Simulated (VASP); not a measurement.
# Li27H26 (a cell with a defect) in VASP: a series of runs

Li27H26 (a cell with a defect) is run at these levels: PBE; tasks: single point.

All numbers are computed with VASP 6.6.1; they aren't measurements. Logs are shortened: lines on timing, memory, paths and dates and some standing lists are left out, and cuts for length are marked.

## (1) The cell of the first run

The cell holds a defect, 53 atoms: a = 8.500 Å, b = 8.500 Å, c = 8.500 Å, α = 60.00°, β = 60.00°, γ = 60.00°.

## (2) Single point, PBE (atoms taken out, then relaxed in part)

INCAR

```
SYSTEM = Li27H26
PREC = Accurate
ENCUT = 520
EDIFF = 1E-6
ISMEAR = 0
SIGMA = 0.01
LREAL = Auto
LASPH = .TRUE.
NELM = 80
ALGO = Normal
ISIF = 2
LWAVE = .FALSE.
LCHARG = .FALSE.
GGA = PE
NBANDS = 86
NELECT = 108.0
```

KPOINTS

```
regular mesh
0
G
  1 1 1
  0 0 0
```

POSCAR

```
Li27H26
1.0
    0.0000000000      6.0106500781     -6.0106500781
    6.0106500781      6.0106500781      0.0000000000
    6.0106500781      0.0000000000     -6.0106500781
Li H
27 26
Direct
    0.6621927852      0.3378072148      0.3378072148
    0.6621927852      0.6621927852      0.3378072148
    0.6658539304      1.0000000000      0.3341460696
    0.3342375470      0.3342375470      0.3342375470
    0.3378072148      0.6621927852      0.3378072148
    0.3342375470     -0.0027126411      0.3342375470
    0.9972873589      0.3342375470      0.3342375470
    1.0000000000      0.6658539304      0.3341460696
    1.0000000000      0.0000000000      0.3341460696
    0.6658539304      0.3341460696      0.0000000000
    0.6657624530      0.6657624530      0.0027126411
    0.6658539304      0.0000000000      0.0000000000
    0.3342375470      0.3342375470     -0.0027126411
    0.3341460696      0.6658539304      0.0000000000
    0.3341460696      0.0000000000      0.0000000000
    1.0000000000      0.3341460696      0.0000000000
    1.0000000000      0.6658539304      0.0000000000
    1.0000000000      0.0000000000      0.0000000000
    0.6621927852      0.3378072148      0.6621927852
    0.6657624530      0.6657624530      0.6657624530
    0.6657624530      0.0027126411      0.6657624530
    0.3378072148      0.3378072148      0.6621927852
    0.3378072148      0.6621927852      0.6621927852
    0.3341460696      0.0000000000      0.6658539304
    1.0000000000      0.3341460696      0.6658539304
    1.0027126411      0.6657624530      0.6657624530
    1.0000000000      0.0000000000      0.6658539304
    0.5000000000      0.8394898775      0.5000000000
    0.5000000000      0.1605101225      0.5000000000
    0.1605101225      0.5000000000      0.5000000000
    0.1605101225      0.8394898775      0.5000000000
    0.1668847655      0.1668847655      0.4993457036
    0.8394898775      0.5000000000      0.5000000000
    0.8331152345      0.8331152345      0.5006542964
    0.8394898775      0.1605101225      0.5000000000
    0.5000000000      0.5000000000      0.1605101225
    0.5000000000      0.8394898775      0.1605101225
    0.4993457036      0.1668847655      0.1668847655
    0.1668847655      0.4993457036      0.1668847655
    0.1666082228      0.8333917772      0.1666082228
    0.1668847655      0.1668847655      0.1668847655
    0.8394898775      0.5000000000      0.1605101225
    0.8333917772      0.8333917772      0.1666082228
    0.8333917772      0.1666082228      0.1666082228
    0.5000000000      0.5000000000      0.8394898775
    0.5006542964      0.8331152345      0.8331152345
    0.5000000000      0.1605101225      0.8394898775
    0.1605101225      0.5000000000      0.8394898775
    0.1666082228      0.8333917772      0.8333917772
    0.1666082228      0.1666082228      0.8333917772
    0.8331152345      0.5006542964      0.8331152345
    0.8331152345      0.8331152345      0.8331152345
    0.8333917772      0.1666082228      0.8333917772
```

Potentials or basis: VASP PAW PBE potentials, release 64 (Li_sv, H).

Launch:

```
> cat potpaw_PBE.64/Li_sv/POTCAR potpaw_PBE.64/H/POTCAR > POTCAR
> mpirun -np 1 vasp_gam > vasp.out
```

OUTCAR:

```text
SYSTEM = Li27H26
   PREC = Accurate
   ENCUT = 520
   EDIFF = 1E-6
   ISMEAR = 0
   LREAL = Auto
   LASPH = .TRUE.
   NELM = 80
   ISIF = 2
   GGA = PE
   NELECT = 108.0

 ion  position               nearest neighbor table
   1  0.662  0.338  0.338-
   2  0.662  0.662  0.338-
   3  0.666  0.000  0.334-
   4  0.334  0.334  0.334-
   5  0.338  0.662  0.338-
   6  0.334  0.997  0.334-
[... 45 lines left out ...]
  52  0.833  0.833  0.833-
  53  0.833  0.167  0.833-

  LATTYP: Found a face centered cubic cell.
 ALAT       =    12.0213001562

  Lattice vectors:

 A1 = (   0.0000000000,   6.0106500781,  -6.0106500781)
 A2 = (   6.0106500781,   6.0106500781,   0.0000000000)
 A3 = (   6.0106500781,   0.0000000000,  -6.0106500781)

Analysis of symmetry for initial positions (statically):
=====================================================================
 Subroutine PRICEL returns:
 Original cell was already a primitive cell.

 Routine SETGRP: Setting up the symmetry group for a
 face centered cubic supercell.

 Subroutine GETGRP returns: Found 48 space group operations
 (whereof 48 operations were pure point group operations)
 out of a pool of 48 trial point group operations.

The static configuration has the point symmetry O_h .

Analysis of symmetry for dynamics (positions and initial velocities):
=====================================================================
 Subroutine PRICEL returns:
 Original cell was already a primitive cell.

 Routine SETGRP: Setting up the symmetry group for a
 face centered cubic supercell.

 Subroutine GETGRP returns: Found 48 space group operations
 (whereof 48 operations were pure point group operations)
 out of a pool of 48 trial point group operations.

The dynamic configuration has the point symmetry O_h .

 Subroutine INISYM returns: Found 48 space group operations
 (whereof 48 operations are pure point group operations),
 and found     1 'primitive' translations

----------------------------------------------------------------------------------------

[... 169 lines left out ...]
   NELM   =     80;   NELMIN=  2; NELMDL= -5     # of ELM steps
   EDIFF  = 0.1E-05   stopping-criterion for ELM
   LREAL  =      T    real-space projection
   EDIFFG = 0.1E-04   stopping-criterion for IOM
   NSW    =      0    number of steps for IOM
   IBRION =     -1    ionic relax: 0-MD 1-quasi-New 2-CG
   NFREE  =      0    steps in history (QN), initial steepest desc. (CG)
   ISIF   =      2    stress and relaxation
   ISYM   =      2    0-nonsym 1-usesym 2-fastsym
   POTIM  = 0.5000    time-step for ionic-motion
   TEBEG  =    0.0;   TEEND  =   0.0 temperature during run
   PSTRESS=    0.0 pullay stress
   NELECT =     108.0000    total number of electrons
   NUPDOWN=      -1.0000    fix difference up-down
   EMIN   =  10.00;   EMAX   =-10.00  energy-range for DOS
   EFERMI =   0.00;   METHOD = LEGACY
   ISMEAR =     0;   SIGMA  =   0.01  broadening in eV -4-tet -1-fermi 0-gaus
   EFERMI_NEDOS =   21; number of points for ismear=-14 and -15
   IALGO  =     38    algorithm
   IMIX   =      4    mixing-type and parameters
     AMIX     =   0.40;   BMIX     =  1.00
     AMIX_MAG =   1.60;   BMIX_MAG =  1.00
  volume/ion in A,a.u.               =       8.19        55.30
  Fermi-wavevector in a.u.,A,eV,Ry     =   1.029480  1.945435 14.419854  1.059829
  Thomas-Fermi vector in A             =   2.163530
   LORBIT       =      0    0 simple, 1 ext, 2 COOP (PROOUT), +10 PAW based schemes
   GGA     = PE    functional components
   LHFCALC =     F    Hartree Fock is set to
   AEXX    =    0.0000 exact exchange contribution
   IVDW    =     0    specifies the selected vdW correction
   LEPSILON=     F    determine dielectric tensor
   LRPA    =     F    only Hartree local field effects (RPA)
 non-spin polarized calculation
 Gauss-broadening in eV      SIGMA  =   0.01
  energy-cutoff  :      520.00
  volume of cell :      434.30
 maximum number of plane-waves:      5824
 NGX is ok and might be reduce to    64
   NGX = 31   NGY = 31   NGZ = 31

 number of electron     108.0000035 magnetization

 Free energy of the ion-electron system (eV)
  ---------------------------------------------------
  ext. energy  EPLUGINS =         0.00000000
  ---------------------------------------------------
  free energy    TOTEN  =      -158.63765121 eV

  energy without entropy =     -158.63765121  energy(sigma->0) =     -158.63765121

 E-fermi :   2.8270     XC(G=0):  -8.5483

 val. band max:        2.7190243976   @ k =   0.0000   0.0000   0.0000
 cond. band min:       4.9225913903   @ k =   0.0000   0.0000   0.0000
 fundamental gap:      2.2035669927
 Fermi energy:         2.8270252241

 k-point     1 :       0.0000    0.0000    0.0000
  band No.  band energies     occupation
      1     -44.3481      2.00000
      2     -44.3409      2.00000
      3     -44.3293      2.00000
      4     -44.3293      2.00000
      5     -44.3293      2.00000
      6     -44.3282      2.00000
[... 58 lines left out ...]
     65       5.1628      0.00000
     66       5.1628      0.00000
 [bands above 66 left out]

------------------------ aborting loop because EDIFF is reached ----------------------------------------

  FORCE on cell =-STRESS in cart. coord.  units (eV):
  Direction    XX          YY          ZZ          XY          YZ          ZX
  --------------------------------------------------------------------------------------
  -------------------------------------------------------------------------------------
  Total        3.8477806      3.8477806      3.8477806     -0.0000000     -0.0000000      0.0000000
  in kB       14.1947109     14.1947109     14.1947109     -0.0000000     -0.0000000      0.0000000
  external PRESSURE =      14.1947109 kB  Pullay stress =       0.0000000 kB

 VOLUME and BASIS-vectors are now :
 -----------------------------------------------------------------------------
  energy-cutoff  :      520.00
  volume of cell :      434.30
      direct lattice vectors                 reciprocal lattice vectors
     0.000000000  6.010650078 -6.010650078    -0.083185678  0.083185678 -0.083185678
     6.010650078  6.010650078  0.000000000     0.083185678  0.083185678  0.083185678
     6.010650078  0.000000000 -6.010650078     0.083185678 -0.083185678 -0.083185678

 POSITION                                       TOTAL-FORCE (eV/Angst)
 -----------------------------------------------------------------------------------
      4.06088      6.01065     -6.01065        -0.014729     -0.000000      0.000000
      6.01065      7.96042     -6.01065        -0.000000      0.014729      0.000000
      2.00844      4.00221     -6.01065        -0.002721      0.002721      0.000000
      4.01797      4.01797     -4.01797         0.000893      0.000893     -0.000893
      6.01065      6.01065     -4.06088        -0.000000     -0.000000      0.014729
      8.00333      8.00333     -4.01797        -0.000893     -0.000893     -0.000893
[... 45 lines left out ...]
     10.01513     10.01513    -10.01513        -0.000779     -0.000779      0.000779
      6.01065      6.01065    -10.01845        -0.000000     -0.000000     -0.001508
 -----------------------------------------------------------------------------------
    total drift:                               -0.000000      0.000000      0.000000

  FREE ENERGIE OF THE ION-ELECTRON SYSTEM (eV)
  ---------------------------------------------------
  free  energy   TOTEN  =      -158.6376512108 eV

  energy  without entropy=     -158.6376512108  energy(sigma->0) =     -158.63765121
```

It took 54 s on 1 thread of AMD EPYC 9R45 (Zen 5), shared host; peak memory 0.47 GiB.

What came out:

```
Free energy   : -158.6377 eV
Largest force : 0.015 eV/Å
```

Forces on the atoms (eV/Å):
```
Li  -0.015  0.000  0.000
Li   0.000  0.015  0.000
Li  -0.003  0.003  0.000
Li   0.001  0.001 -0.001
Li   0.000  0.000  0.015
Li  -0.001 -0.001 -0.001
Li   0.001 -0.001  0.001
Li   0.000  0.003  0.003
Li  -0.003  0.000  0.003
Li  -0.003  0.000 -0.003
Li   0.001 -0.001 -0.001
Li   0.000  0.003 -0.003
Li  -0.001  0.001  0.001
Li   0.003  0.000  0.003
Li   0.000 -0.003  0.003
Li  -0.003 -0.003  0.000
Li   0.003  0.003  0.000
Li   0.000  0.000  0.000
Li   0.000  0.000 -0.015
Li  -0.001 -0.001  0.001
Li   0.001  0.001  0.001
Li   0.000 -0.015  0.000
Li   0.015  0.000  0.000
Li   0.003 -0.003  0.000
Li   0.000 -0.003 -0.003
Li  -0.001  0.001 -0.001
Li   0.003  0.000 -0.003
H    0.003  0.003  0.000
H   -0.003 -0.003  0.000
H    0.000 -0.003  0.003
H    0.003  0.000  0.003
H   -0.001  0.001  0.001
H    0.000  0.003 -0.003
H    0.001 -0.001 -0.001
H   -0.003  0.000 -0.003
H   -0.003  0.000  0.003
H    0.000  0.003  0.003
H    0.001 -0.001  0.001
H   -0.001 -0.001 -0.001
H    0.000  0.000  0.002
H    0.001  0.001 -0.001
H   -0.003  0.003  0.000
H    0.000  0.002  0.000
H   -0.002  0.000  0.000
H    0.003  0.000 -0.003
H   -0.001  0.001 -0.001
H    0.000 -0.003 -0.003
H    0.003 -0.003  0.000
H    0.002  0.000  0.000
H    0.000 -0.002  0.000
H    0.001  0.001  0.001
H   -0.001 -0.001  0.001
H    0.000  0.000 -0.002
```

Caveat: the k points lie up to 0.91 Å⁻¹ apart; the cell carries a net charge on a neutralising background, which shifts energy and pressure; the cell differs from its parent crystal (atoms taken out, then relaxed in part); the cell is charged against a uniform background, so pressure and absolute levels hang on convention; the cutoff is under 1.25 times the usual one of these potentials, so pressure, stress and relaxed cells hold a basis-set (Pulay) error.

(Part 1 of 2 ends here.)
